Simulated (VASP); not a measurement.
Runs of VASP 6.6.1 on P. The structure is that of space group Imma (No. 74), or close to it. The cells are those of the table. 

| level | potentials or basis | cell | k mesh | smearing | gap on the mesh (eV) | pressure (GPa) | largest force (eV/Å) |
| --- | --- | --- | --- | --- | --- | --- | --- |
| PBE | VASP PAW PBE potentials, release 64 (P) | a = 3.556 Å, angles 123.2, 90.0, 117.0°, 2 atoms | 11 × 11 × 11 | fermi-dirac 0.05 eV | none | 2.4 | 0.33 |
| LDA | VASP PAW LDA potentials, release 64 (P) | a = 3.556 Å, angles 123.2, 90.0, 117.0°, 2 atoms | 6 × 6 × 6 | fermi-dirac 0.05 eV | none | -2.0 | (a) |
| PBE+D4 | VASP PAW PBE potentials, release 64 (P) | a = 3.428 Å, angles 120.3, 89.8, 119.9°, 2 atoms | 11 × 11 × 11 | fermi-dirac 0.05 eV | none | (c) | 0.03 |
| RPBE | VASP PAW PBE potentials, release 64 (P) | a = 3.556 Å, angles 123.2, 90.0, 117.0°, 2 atoms | 11 × 11 × 11 | gaussian 0.1 eV | none | (b) | 0.34 |
| LDA | VASP PAW LDA potentials, release 64 (P) | a = 3.556 Å, angles 123.2, 90.0, 117.0°, 2 atoms | 11 × 11 × 11 | gaussian 0.1 eV | none | -2.4 | 0.28 |

Alike in all rows: task single point; no spin polarisation; cutoff (eV) 520.

Q: Fill in the values left out.

A: (a) 0.15; (b) 3.8; (c) -0.3.

Caveats: some runs use coarse meshes; pairwise dispersion overbinds metals, which lowers pressure and volume (some runs); the PAW data sets were made with another functional, which shifts forces and pressure a little (some runs).

A gap of «none» marks levels without a gap at the run's occupations.
